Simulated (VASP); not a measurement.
# CdIn2O4 (Fd-3m) in VASP: notebook

The runs below take CdIn2O4 through relaxation of cell and atoms, single point, with PBEsol.

Program: VASP 6.6.1. These are calculated values, not measurements. Logs are shortened: lines on timing, memory, paths and dates and some standing lists are left out, and cuts for length are marked.

## Step 1: The cell of the first run

Symmetry: Fd-3m, No. 227, cubic system. Conventional cell: a = 9.316 Å, b = 9.316 Å, c = 9.316 Å, α = 90.00°, β = 90.00°, γ = 90.00°. Cd (site symmetry -43m) has 4 O at 2.23 Å within 2.9 Å. Within 2.9 Å of In (site symmetry -3m) lie 6 O at 2.21 Å. Within 3.0 Å of O (site symmetry 3m) lie 3 In at 2.21 Å and 1 Cd at 2.23 Å and 3 O at 2.95 Å.

## Step 2: Relaxation of cell and atoms, PBEsol

INCAR reads:

```
ALGO     = Normal         # electronic algorithm
EDIFF    = 1E-7           # SCF threshold, eV
EDIFFG   = -0.005         # ionic threshold
ENCUT    = 600            # plane-wave cutoff, eV
GGA      = PS             # functional
GGA_COMPAT= False        
IBRION   = 2              # ionic algorithm
ISIF     = 3              # what is computed and relaxed
ISMEAR   = -1             # smearing method
LASPH    = True           # aspherical terms in the spheres
LCHARG   = False          # write CHGCAR
LREAL    = False          # projectors in reciprocal space
LWAVE    = False          # write WAVECAR
NELM     = 120            # most SCF steps
NELMIN   = 4            
NSW      = 80             # ionic steps
PREC     = Accurate       # precision mode
SIGMA    = 0.02           # smearing width, eV
```

KPOINTS reads:

```
k-points
0
Gamma
  4 4 4
```

POSCAR reads:

```
CdIn2O4
1.0
    0.0000000000      4.6578993908      4.6578993908
    4.6578993908      0.0000000000      4.6578993908
    4.6578993908      4.6578993908      0.0000000000
Cd In O
2 4 8
Direct
    0.2500000000      0.2500000000      0.2500000000
    0.0000000000      0.0000000000      0.0000000000
    0.1250000000      0.6250000000      0.6250000000
    0.6250000000      0.6250000000      0.6250000000
    0.6250000000      0.1250000000      0.6250000000
    0.6250000000      0.6250000000      0.1250000000
    0.8619705800      0.8619705800      0.8619705800
    0.8359117400      0.3880294200      0.3880294200
    0.3880294200      0.3880294200      0.8359117400
    0.3880294200      0.8359117400      0.3880294200
    0.8619705800      0.8619705800      0.4140882600
    0.8619705800      0.4140882600      0.8619705800
    0.3880294200      0.3880294200      0.3880294200
    0.4140882600      0.8619705800      0.8619705800
```

Potentials or basis: VASP PAW PBE potentials, release 64 (Cd, In_d, O).

Run with:

```sh
cat potpaw_PBE.64/Cd/POTCAR potpaw_PBE.64/In_d/POTCAR potpaw_PBE.64/O/POTCAR > POTCAR
mpirun -np 1 vasp_std > vasp.out
```

OUTCAR:

```text
EDIFF = 1E-7
   EDIFFG = -0.005
   ENCUT = 600
   GGA = PS
   IBRION = 2
   ISIF = 3
   ISMEAR = -1
   LASPH = True
   LREAL = False
   NELM = 120
   NELMIN = 4
   NSW = 80
   PREC = Accurate

 ion  position               nearest neighbor table
   1  0.250  0.250  0.250-   8 2.23   9 2.23  10 2.23  13 2.23   5 3.86   6 3.86   3 3.86   4 3.86
                             4 3.86   5 3.86   3 3.86   3 3.86   6 3.86   4 3.86   5 3.86   6 3.86
   2  0.000  0.000  0.000-  11 2.23  12 2.23  14 2.23   7 2.23   6 3.86   4 3.86   4 3.86   3 3.86
                             5 3.86   6 3.86   3 3.86   5 3.86   6 3.86   3 3.86   4 3.86   5 3.86
   3  0.125  0.625  0.625-   7 2.21  13 2.21  10 2.21  11 2.21  12 2.21   9 2.21   4 3.29   6 3.29
                             5 3.29   4 3.29   5 3.29   6 3.29   1 3.86   2 3.86   1 3.86   2 3.86
   4  0.625  0.625  0.625-   8 2.21  10 2.21  12 2.21  14 2.21   9 2.21  11 2.21   3 3.29   5 3.29
                             6 3.29   6 3.29   5 3.29   3 3.29   2 3.86   1 3.86   2 3.86   1 3.86
   5  0.625  0.125  0.625-   7 2.21  13 2.21   9 2.21  11 2.21   8 2.21  14 2.21   4 3.29   6 3.29
                             3 3.29   4 3.29   6 3.29   3 3.29   1 3.86   2 3.86   2 3.86   1 3.86
   6  0.625  0.625  0.125-   7 2.21  13 2.21  10 2.21  12 2.21   8 2.21  14 2.21   4 3.29   3 3.29
                             4 3.29   5 3.29   5 3.29   3 3.29   1 3.86   2 3.86   2 3.86   1 3.86
   7  0.862  0.862  0.862-   3 2.21   5 2.21   6 2.21   2 2.23
   8  0.836  0.388  0.388-   4 2.21   5 2.21   6 2.21   1 2.23
   9  0.388  0.388  0.836-   4 2.21   3 2.21   5 2.21   1 2.23
  10  0.388  0.836  0.388-   4 2.21   3 2.21   6 2.21   1 2.23
  11  0.862  0.862  0.414-   4 2.21   3 2.21   5 2.21   2 2.23
  12  0.862  0.414  0.862-   4 2.21   3 2.21   6 2.21   2 2.23
  13  0.388  0.388  0.388-   3 2.21   5 2.21   6 2.21   1 2.23
  14  0.414  0.862  0.862-   4 2.21   5 2.21   6 2.21   2 2.23

  LATTYP: Found a face centered cubic cell.
 ALAT       =     9.3157987816

  Lattice vectors:

 A1 = (   0.0000000000,   4.6578993908,   4.6578993908)
 A2 = (   4.6578993908,   0.0000000000,   4.6578993908)
 A3 = (   4.6578993908,   4.6578993908,   0.0000000000)

Analysis of symmetry for initial positions (statically):
=====================================================================
 Subroutine PRICEL returns:
 Original cell was already a primitive cell.

 Routine SETGRP: Setting up the symmetry group for a
 face centered cubic supercell.

 Subroutine GETGRP returns: Found 48 space group operations
 (whereof 24 operations were pure point group operations)
 out of a pool of 48 trial point group operations.

The static configuration has the point symmetry T_d .
 The point group associated with its full space group is O_h .

Analysis of symmetry for dynamics (positions and initial velocities):
=====================================================================
 Subroutine PRICEL returns:
 Original cell was already a primitive cell.

 Routine SETGRP: Setting up the symmetry group for a
 face centered cubic supercell.

 Subroutine GETGRP returns: Found 48 space group operations
 (whereof 24 operations were pure point group operations)
 out of a pool of 48 trial point group operations.

The dynamic configuration has the point symmetry T_d .
 The point group associated with its full space group is O_h .

 Subroutine INISYM returns: Found 48 space group operations
 (whereof 24 operations are pure point group operations),
 and found     1 'primitive' translations

----------------------------------------------------------------------------------------

                                     Primitive cell

  volume of cell :     202.1158

  direct lattice vectors                    reciprocal lattice vectors
     0.000000000  4.657899391  4.657899391    -0.107344526  0.107344526  0.107344526
     4.657899391  0.000000000  4.657899391     0.107344526 -0.107344526  0.107344526
     4.657899391  4.657899391  0.000000000     0.107344526  0.107344526 -0.107344526

  length of vectors
     6.587264491  6.587264491  6.587264491     0.185926172  0.185926172  0.185926172

  position of ions in fractional coordinates (direct lattice)
     0.250000000  0.250000000  0.250000000
     0.000000000  0.000000000  0.000000000
     0.125000000  0.625000000  0.625000000
     0.625000000  0.625000000  0.625000000
     0.625000000  0.125000000  0.625000000
     0.625000000  0.625000000  0.125000000
     0.861970580  0.861970580  0.861970580
     0.835911740  0.388029420  0.388029420
     0.388029420  0.388029420  0.835911740
     0.388029420  0.835911740  0.388029420
     0.861970580  0.861970580  0.414088260
     0.861970580  0.414088260  0.861970580
     0.388029420  0.388029420  0.388029420
     0.414088260  0.861970580  0.861970580

  ion indices of the primitive-cell ions
   primitive index   ion index
                 1           1
                 2           2
                 3           3
                 4           4
                 5           5
                 6           6
                 7           7
                 8           8
                 9           9
                10          10
                11          11
                12          12
                13          13
                14          14

----------------------------------------------------------------------------------------

 KPOINTS: k-points

Automatic generation of k-mesh.
 Grid dimensions read from file:
 generate k-points for:    4    4    4

 Generating k-lattice:

  Cartesian coordinates                     Fractional coordinates (reciprocal lattice)
    -0.026836131  0.026836131  0.026836131     0.250000000  0.000000000  0.000000000
     0.026836131 -0.026836131  0.026836131     0.000000000  0.250000000  0.000000000
     0.026836131  0.026836131 -0.026836131     0.000000000  0.000000000  0.250000000

  Length of vectors
     0.046481543  0.046481543  0.046481543

  Shift w.r.t. Gamma in fractional coordinates (k-lattice)
     0.000000000  0.000000000  0.000000000

 Subroutine IBZKPT returns following result:
 ===========================================

 Found      8 irreducible k-points:

 Following reciprocal coordinates:
            Coordinates               Weight
  0.000000  0.000000  0.000000      1.000000
  0.250000  0.000000  0.000000      8.000000
  0.500000  0.000000  0.000000      4.000000
  0.250000  0.250000  0.000000      6.000000
  0.500000  0.250000  0.000000     24.000000
 -0.250000  0.250000  0.000000     12.000000
  0.500000  0.500000  0.000000      3.000000
 -0.250000  0.500000  0.250000      6.000000
   k-points           NKPTS =      8   k-points in BZ     NKDIM =      8   number of bands    NBANDS=     74
   number of dos      NEDOS =    301   number of ions     NIONS =     14
   total plane-waves  NPLWV = 157464
   dimension x,y,z NGX =    54 NGY =   54 NGZ =   54
   dimension x,y,z NGXF=   108 NGYF=  108 NGZF=  108
   ions per type =               2   4   8
   NGX,Y,Z   is equivalent  to a cutoff of  13.63, 13.63, 13.63 a.u.
   NGXF,Y,Z  is equivalent  to a cutoff of  27.26, 27.26, 27.26 a.u.
 SYSTEM =  unknown system
   PREC   = accura    normal or accurate (medium, high low for compatibility)
   ISTART =      0    job   : 0-new  1-cont  2-samecut
   ICHARG =      2    charge: 1-file 2-atom 10-const
   ISPIN  =      1    spin polarized calculation?
   LNONCOLLINEAR =      F non collinear calculations
   LSORBIT =      F    spin-orbit coupling
   LASPH  =      T    aspherical Exc in radial PAW
   ENCUT  =  600.0 eV  44.10 Ry    6.64 a.u.  13.16 13.16 13.16*2*pi/ulx,y,z
   NELM   =    120;   NELMIN=  4; NELMDL= -5     # of ELM steps
   EDIFF  = 0.1E-06   stopping-criterion for ELM
   LREAL  =      F    real-space projection
   EDIFFG = -.5E-02   stopping-criterion for IOM
   NSW    =     80    number of steps for IOM
   IBRION =      2    ionic relax: 0-MD 1-quasi-New 2-CG
   NFREE  =      1    steps in history (QN), initial steepest desc. (CG)
   ISIF   =      3    stress and relaxation
   ISYM   =      2    0-nonsym 1-usesym 2-fastsym
   POTIM  = 0.5000    time-step for ionic-motion
   TEBEG  =    0.0;   TEEND  =   0.0 temperature during run
   PSTRESS=    0.0 pullay stress
   NELECT =     124.0000    total number of electrons
   NUPDOWN=      -1.0000    fix difference up-down
   EMIN   =  10.00;   EMAX   =-10.00  energy-range for DOS
   EFERMI =   0.00;   METHOD = LEGACY
   ISMEAR =    -1;   SIGMA  =   0.02  broadening in eV -4-tet -1-fermi 0-gaus
   EFERMI_NEDOS =   21; number of points for ismear=-14 and -15
   IALGO  =     38    algorithm
   IMIX   =      4    mixing-type and parameters
     AMIX     =   0.40;   BMIX     =  1.00
     AMIX_MAG =   1.60;   BMIX_MAG =  1.00
  volume/ion in A,a.u.               =      14.44        97.42
  Fermi-wavevector in a.u.,A,eV,Ry     =   1.391069  2.628739 26.328260  1.935073
  Thomas-Fermi vector in A             =   2.514943
   LORBIT       =      0    0 simple, 1 ext, 2 COOP (PROOUT), +10 PAW based schemes
   GGA     = PS    functional components
   LHFCALC =     F    Hartree Fock is set to
   AEXX    =    0.0000 exact exchange contribution
   IVDW    =     0    specifies the selected vdW correction
   LEPSILON=     F    determine dielectric tensor
   LRPA    =     F    only Hartree local field effects (RPA)
 conjugate gradient relaxation of ions
 non-spin polarized calculation
  energy-cutoff  :      600.00
  volume of cell :      202.12
 maximum number of plane-waves:      6782
 NGX is ok and might be reduce to    54
   NGX = 27   NGY = 27   NGZ = 27

--------------------------------------- Ionic step        1  -------------------------------------------

 number of electron     124.0000014 magnetization

 Free energy of the ion-electron system (eV)
  ---------------------------------------------------
  ext. energy  EPLUGINS =         0.00000000
  ---------------------------------------------------
  free energy    TOTEN  =       -76.83767459 eV

  energy without entropy =      -76.83767459  energy(sigma->0) =      -76.83767459

------------------------ aborting loop because EDIFF is reached ----------------------------------------

  FORCE on cell =-STRESS in cart. coord.  units (eV):
  Direction    XX          YY          ZZ          XY          YZ          ZX
  --------------------------------------------------------------------------------------
  -------------------------------------------------------------------------------------
  Total       -6.0678951     -6.0678951     -6.0678951     -0.0000000      0.0000000     -0.0000000
  in kB      -48.1003616    -48.1003616    -48.1003616     -0.0000000      0.0000000     -0.0000000
  external PRESSURE =     -48.1003616 kB  Pullay stress =       0.0000000 kB
[... 321 lines left out ...]
  energy  without entropy=      -76.9472446994  energy(sigma->0) =      -76.94724470

--------------------------------------- Ionic step        8  -------------------------------------------

 number of electron     124.0000001 magnetization

 Free energy of the ion-electron system (eV)
  ---------------------------------------------------
  ext. energy  EPLUGINS =         0.00000000
  ---------------------------------------------------
  free energy    TOTEN  =       -76.94726723 eV

  energy without entropy =      -76.94726723  energy(sigma->0) =      -76.94726723

 E-fermi :   3.8307     XC(G=0): -11.0121

 val. band max:        3.3499392286   @ k =   0.5000   0.0000   0.0000
 cond. band min:       4.3009232224   @ k =   0.0000   0.0000   0.0000
 fundamental gap:      0.9509839938
 Fermi energy:         3.8307354755

 k-point     1 :       0.0000    0.0000    0.0000
  band No.  band energies     occupation
      1     -13.9826      2.00000
      2     -13.3620      2.00000
      3     -13.3620      2.00000
      4     -13.3620      2.00000
      5     -13.0726      2.00000
      6     -12.8294      2.00000
[... 646 lines left out ...]
  FREE ENERGIE OF THE ION-ELECTRON SYSTEM (eV)
  ---------------------------------------------------
  free  energy   TOTEN  =       -76.9472672318 eV

  energy  without entropy=      -76.9472672318  energy(sigma->0) =      -76.94726723

 reached required accuracy - stopping structural energy minimisation
```

Wall time 31 min (1 thread of Intel Xeon Platinum 8259CL at 2.50GHz (Skylake/Cascade Lake), shared host); peak memory 0.51 GiB.

Results:

* Free energy: -76.9473 eV
* Relaxed volume: 13.93 Å³/atom
* Relaxed cell: a = 6.509 Å, b = 6.509 Å, c = 6.509 Å, α = 60.00°, β = 60.00°, γ = 60.00°
* Space group after relaxing (to 0.1 Å): Fd-3m (No. 227)
* Energy gained by relaxing: 7.8 meV/atom
* Ionic steps: 8
* Pressure after relaxing: 0.0 GPa
* Band gap on the k mesh: 0.95 eV (least direct gap 1.01 eV)

Step by step:
```tsv
step	energy change (eV)	largest force (eV/Å)	pressure (GPa)	volume (Å³)
1	0.0000	0.1136	-4.81	202.12
2	-0.0283	0.2786	4.56	189.70
3	-0.1079	0.0875	-0.08	195.28
4	-0.1079	0.0919	0.03	195.14
5	-0.1095	0.0184	0.07	194.93
6	-0.1096	0.0030	0.09	194.89
7	-0.1096	0.0037	-0.07	195.09
8	-0.1096	0.0006	0.00	195.00
```

Final structure:
```
Cd In O
1.0
     0.00000    4.60258    4.60258
     4.60258    0.00000    4.60258
     4.60258    4.60258    0.00000
Cd In O
2 4 8
Cartesian
  2.3013 2.3013 2.3013
  0.0000 0.0000 0.0000
  5.7532 3.4519 3.4519
  5.7532 5.7532 5.7532
  3.4519 5.7532 3.4519
  3.4519 3.4519 5.7532
  7.9356 7.9356 7.9356
  3.5708 5.6343 5.6343
  5.6343 5.6343 3.5708
  5.6343 3.5708 5.6343
  5.8721 5.8721 7.9356
  5.8721 7.9356 5.8721
  3.5708 3.5708 3.5708
  7.9356 5.8721 5.8721
```

Levels at points of the mesh, in eV from the valence-band top:
| k point | band 59 | band 60 | band 61 | band 62 | band 63 | band 64 | band 65 | band 66 |
| --- | --- | --- | --- | --- | --- | --- | --- | --- |
| (0.00, 0.00, 0.00) | -0.10 | -0.10 | -0.06 | -0.06 | 0.95 | 4.96 | 5.60 | 5.60 |
| (0.50, 0.00, 0.00) | -0.31 | -0.31 | 0.00 | 0.00 | 3.66 | 3.85 | 5.89 | 6.50 |
| (0.50, 0.50, 0.00) | -0.21 | -0.21 | -0.08 | -0.08 | 4.47 | 4.47 | 5.96 | 5.96 |

Caveat: the PAW data sets were made with another functional, which shifts forces and pressure a little; spin-orbit coupling is left out, which moves the levels of the heavy elements.

## Step 3: Single point, PBEsol

This run uses another cell than the first one, of 13.86 Å³/atom.

INCAR reads:

```
SYSTEM = CdIn2O4
  ALGO = Normal
  EDIFF = 1E-6
  ENCUT = 600
  GGA = PS
  GGA_COMPAT = .False.
  ISIF = 2
  ISMEAR = -1
  LASPH = .True.
  LCHARG = .True.
  LELF = .True.
  LREAL = .False.
  LVHAR = .True.
  LWAVE = .False.
  NBANDS = 75
  NELM = 120
  PREC = Accurate
  SIGMA = 0.02
```

KPOINTS reads:

```
k-points
0
Gamma
  4 4 4
  0 0 0
```

POSCAR reads:

```
CdIn2O4
1.0
    0.0000000000      4.5954592333      4.5954592333
    4.5954592333      0.0000000000      4.5954592333
    4.5954592333      4.5954592333      0.0000000000
Cd In O
2 4 8
Direct
    0.2500000000      0.2500000000      0.2500000000
    0.0000000000      0.0000000000      0.0000000000
    0.1250000000      0.6250000000      0.6250000000
    0.6250000000      0.6250000000      0.6250000000
    0.6250000000      0.1250000000      0.6250000000
    0.6250000000      0.6250000000      0.1250000000
    0.8622635024      0.8622635024      0.8622635024
    0.8367905071      0.3877364976      0.3877364976
    0.3877364976      0.3877364976      0.8367905071
    0.3877364976      0.8367905071      0.3877364976
    0.8622635024      0.8622635024      0.4132094929
    0.8622635024      0.4132094929      0.8622635024
    0.3877364976      0.3877364976      0.3877364976
    0.4132094929      0.8622635024      0.8622635024
```

Potentials or basis: VASP PAW PBE potentials, release 64 (Cd, In_d, O).

Run with:

```sh
cat potpaw_PBE.64/Cd/POTCAR potpaw_PBE.64/In_d/POTCAR potpaw_PBE.64/O/POTCAR > POTCAR
mpirun -np 1 vasp_std > vasp.out
```

Wall time 2.5 min (1 thread of Intel Xeon 6975P-C (Granite Rapids), shared host); peak memory 0.44 GiB.

The run converged. Its results:

```
Free energy            : -76.9301 eV
Pressure               : 0.6 GPa
Largest force          : 0.038 eV/Å
Band gap on the k mesh : 0.97 eV (least direct gap 1.03 eV)
```

Forces on the atoms (eV/Å):
```
Cd   0.000  0.000  0.000
Cd   0.000  0.000  0.000
In   0.000  0.000  0.000
In   0.000  0.000  0.000
In   0.000  0.000  0.000
In   0.000  0.000  0.000
O   -0.022 -0.022 -0.022
O    0.022 -0.022 -0.022
O   -0.022 -0.022  0.022
O   -0.022  0.022 -0.022
O    0.022  0.022 -0.022
O    0.022 -0.022  0.022
O    0.022  0.022  0.022
O   -0.022  0.022  0.022
```

Levels at points of the mesh, in eV from the valence-band top:
| k point | band 59 | band 60 | band 61 | band 62 | band 63 | band 64 | band 65 | band 66 |
| --- | --- | --- | --- | --- | --- | --- | --- | --- |
| (0.00, 0.00, 0.00) | -0.11 | -0.11 | -0.06 | -0.06 | 0.97 | 4.99 | 5.61 | 5.61 |
| (0.50, 0.00, 0.00) | -0.31 | -0.31 | 0.00 | 0.00 | 3.68 | 3.87 | 5.93 | 6.52 |
| (0.50, 0.50, 0.00) | -0.21 | -0.21 | -0.08 | -0.08 | 4.49 | 4.49 | 5.99 | 5.99 |

Caveat: the PAW data sets were made with another functional, which shifts forces and pressure a little; spin-orbit coupling is left out, which moves the levels of the heavy elements. A k mesh can miss the band edges.
